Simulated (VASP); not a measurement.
## Hf: relaxation of cell and atoms with revPBE+D3(BJ)

Hf:

```
CELL_PARAMETERS angstrom
-1.80500 1.80500 1.80500
1.80500 -1.80500 1.80500
1.80500 1.80500 -1.80500
ATOMIC_POSITIONS crystal
Hf 0.00000 0.00000 0.00000
```

```json
{
 "Program": "VASP 6.6.1",
 "Task": "relaxation of cell and atoms",
 "Functional": "revPBE",
 "Dispersion": "D3(BJ)",
 "Potentials or basis": "VASP PAW PBE potentials, release 64 (Hf_pv)",
 "Cutoff": "600 eV",
 "k mesh": "9 × 9 × 9",
 "Occupations": "fermi-dirac, width 0.05 eV",
 "Spin": "no spin polarisation",
 "Dipole correction": "no",
 "Further INCAR settings": "ALGO = Normal; EDIFF = 1e-07; IBRION = 2; EDIFFG = -0.01; NSW = 80; ISIF = 3"
}
```

```yaml
Relaxed_volume: 21.36 Å³/atom
Relaxed_cell: a = 3.027 Å, b = 3.027 Å, c = 3.027 Å, α = 109.47°, β = 109.47°, γ = 109.47°
Space_group_after_relaxing_to_0.05_Å: Im-3m (No. 229)
Energy_gained_by_relaxing: 60.8 meV/atom
Ionic_steps: 6
Pressure_after_relaxing: 0.0 GPa
Band_gap_on_the_k_mesh: zero (band 5 reaches 6.55 eV, above the bottom of band 6 at 4.26 eV)
Dispersion_energy_per_atom: -0.826 eV
```

The path:
| step | energy change (eV) | largest force (eV/Å) | pressure (GPa) | volume (Å³) |
| --- | --- | --- | --- | --- |
| 1 | 0.0000 | 0.0000 | -8.43 | 23.52 |
| 2 | -0.0080 | 0.0000 | 9.94 | 19.56 |
| 3 | -0.0608 | 0.0000 | -0.09 | 21.38 |
| 4 | -0.0608 | 0.0000 | 0.11 | 21.34 |
| 5 | -0.0608 | 0.0000 | -0.09 | 21.38 |
| 6 | -0.0608 | 0.0000 | 0.01 | 21.36 |

Final structure:
```
Hf
1.0
    -1.74791    1.74791    1.74791
     1.74791   -1.74791    1.74791
     1.74791    1.74791   -1.74791
Hf
1
Direct
  0.00000 0.00000 0.00000
```

Levels at points of the mesh, in eV from the Fermi level:
```csv
k point,band 3,band 4,band 5,band 6,band 7,band 8
"(0.00, 0.00, 0.00)",-29.69,-7.20,1.57,1.57,1.57,4.48
```

Run time: 70 s on 1 thread of Intel Xeon 8259CL, on a shared host, peak memory 0.15 GiB.

Caveat: the PAW data sets were made with another functional, which shifts forces and pressure a little; spin-orbit coupling is left out, which moves the levels of the heavy elements; pairwise dispersion overbinds metals, which lowers pressure and volume.
